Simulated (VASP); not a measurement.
Wanted: the native input for a VASP 6.6.1 run.

```
Task                   : single point
Functional             : PBE
Dispersion             : D3(BJ)
Potentials or basis    : VASP PAW PBE potentials, release 64 (W_sv, Si)
Cutoff                 : 520 eV
k mesh                 : 6 × 6 × 1
Occupations            : gaussian, width 0.1 eV
Spin                   : no spin polarisation
Dipole correction      : yes
Further INCAR settings : ALGO = Normal; EDIFF = 1e-06; NBANDS = 53
```

The structure of SiW6 lies in POSCAR:

```
SiW6
1.0
    4.4682526257      0.0000000000      0.0000000000
   -2.2341263128      3.8696202844      0.0000000000
    0.0000000000      0.0000000000     21.6259061357
W Si
6 1
Direct
    0.6666666667      0.3333333333      0.1849633479
    0.3333333333      0.6666666667      0.2271386095
    0.0000000000      0.0000000000      0.2693138710
    0.6666666667      0.3333333333      0.3085097946
    0.3333333333      0.6666666667      0.3483008428
    0.0000000000      0.0000000000      0.3849968683
    0.8888888889      0.2222222222      0.5375916303
```

The input as run:

INCAR

```
SYSTEM = SiW6
ALGO = Normal
DIPOL = 0.5 0.5 0.323
EDIFF = 1E-6
ENCUT = 520
GGA = PE
IDIPOL = 3
ISIF = 2
ISMEAR = 0
IVDW = 12
LASPH = .True.
LCHARG = .False.
LDIPOL = .True.
LREAL = .False.
LWAVE = .False.
NBANDS = 53
NELM = 80
PREC = Accurate
SIGMA = 0.1
```

KPOINTS

```
k-points
0
Gamma
  6 6 1
  0 0 0
```

Potentials or basis: VASP PAW PBE potentials, release 64 (W_sv, Si).

Command:

```console
$ cat potpaw_PBE.64/W_sv/POTCAR potpaw_PBE.64/Si/POTCAR > POTCAR
$ mpirun -np 1 vasp_std > vasp.out
```

It gave:

```yaml
Largest_force: 2.219 eV/Å
Band_gap_on_the_k_mesh: zero (bands 44 and 45 overlap by 0.15 eV)
Dispersion_energy_per_atom: -0.396 eV
```

Caveat: spin-orbit coupling is left out, which moves the levels of the heavy elements.

It took 15 min on 1 thread of Intel(R) Xeon(R) Platinum 8488C (Sapphire Rapids), with other jobs on the host, peak memory 0.65 GiB.
